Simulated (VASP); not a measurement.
Write the native input for VASP 6.6.1 that does the following.

| Quantity | Value |
| --- | --- |
| Task | single point |
| Functional | PBE |
| Potentials or basis | VASP PAW PBE potentials, release 64 (Zn, Si, N) |
| Cutoff | 520 eV |
| k mesh | 6 × 6 × 6 |
| Occupations | gaussian, width 0.1 eV |
| Spin | collinear spin, ferromagnetic start |
| Starting moments | [0.0, 0.0, 0.0, 0.0, 0.0, 1.0] μB |
| Dipole correction | no |
| Further INCAR settings | ALGO = Normal; EDIFF = 1e-06; NBANDS = 34 |

The structure of Zn2Si3N lies in POSCAR:

```
Zn2Si3N
1.0
    2.4764261800      1.4297653200      4.0555787500
   -2.4764261800      1.4297653200      4.0555787500
    0.0000000000     -2.8595306400      4.0555787500
Zn Si N
2 3 1
Direct
    0.1240085700      0.1240085700      0.1240085700
    0.8759914300      0.8759914300      0.8759914300
    0.5000000000      0.0000000000      0.5000000000
    0.0000000000      0.5000000000      0.5000000000
    0.5000000000      0.5000000000      0.0000000000
    0.5000000000      0.5000000000      0.5000000000
```

The cell was generated, and may not be a known phase.

The input as run:

INCAR

```
SYSTEM = Zn2Si3N
PREC = Accurate
ENCUT = 520
EDIFF = 1E-6
ISMEAR = 0
SIGMA = 0.1
LREAL = .FALSE.
LASPH = .TRUE.
NELM = 150
ALGO = Normal
ISIF = 2
LWAVE = .FALSE.
LCHARG = .TRUE.
ISPIN = 2
MAGMOM = 0 0 0 0 0 1
LORBIT = 11
GGA = PE
LELF = .TRUE.
LVHAR = .TRUE.
NBANDS = 34
```

KPOINTS

```
regular mesh
0
G
  6 6 6
  0 0 0
```

Potentials or basis: VASP PAW PBE potentials, release 64 (Zn, Si, N).

Run with:

```console
$ cat potpaw_PBE.64/Zn/POTCAR potpaw_PBE.64/Si/POTCAR potpaw_PBE.64/N/POTCAR > POTCAR
$ mpirun -np 1 vasp_std > vasp.out
```

It gave:

The pressure is -2.0 GPa and the largest force is 0.075 eV/Å. The net moment is 0.00 μB per cell and the valence electrons inside the program's atomic spheres are Zn 10.66; Si 1.55; N 3.44.

Caveat: the stress differs along the axes, from -10 to 2 GPa.

Wall time 2.2 min on 1 thread of Intel(R) Xeon(R) 6975P-C (Granite Rapids), on a shared host, peak memory 0.36 GiB.
